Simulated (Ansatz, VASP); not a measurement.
CdI2 in VASP and in Ansatz

```xyz
3
Lattice="4.2440 0.0000 0.0000 -2.1220 3.6754 0.0000 0.0000 0.0000 6.7218" Properties=species:S:1:pos:R:3 pbc="T T T"
Cd    0.0000    0.0000    0.0000
I     0.0000    2.4503    1.6751
I     2.1220    1.2251    5.0467
```

Change from the starting cell: zz strain of -2 %, crystal datasets.

Alike in both runs: task electric field gradients; functional PBEsol; k mesh 8 × 8 × 5; occupations fermi-dirac, width 0.03 eV; no spin polarisation.

|  | VASP | Ansatz |
| --- | --- | --- |
| version | VASP 6.6.1 | Ansatz 0.2.0 |
| potentials or method | VASP PAW PBE potentials, release 64 (Cd, I), cutoff 400 eV | all-electron PAW with datasets made for the crystal, scalar-relativistic |

Ansatz gave:

| Quantity | Value |
| --- | --- |
| gap on the k mesh at the Fermi level (eV) | 2.37 |
| pressure (GPa) | 0.3 |
| traceless stress, the component that is largest in VASP (GPa) | 0.43 |
| rms of the force components (eV/Å) | 0.028 |
| size of Vzz on the site where it differs most (V/Å²) | 78.7 |

Question: What did VASP give for the same quantities?

Answer: gap on the k mesh at the Fermi level (eV): 2.36; pressure (GPa): 0.2; traceless stress, the component that is largest in VASP (GPa): 0.42; rms of the force components (eV/Å): 0.041; size of Vzz on the site where it differs most (V/Å²): 76.6.

VASP's potentials were made for PBE, not for PBEsol. Atom by atom the forces differ by 0.012 eV/Å (rms over components). Ansatz ran all-electron here, and VASP with PAW potentials.

Spin-orbit coupling is off throughout.
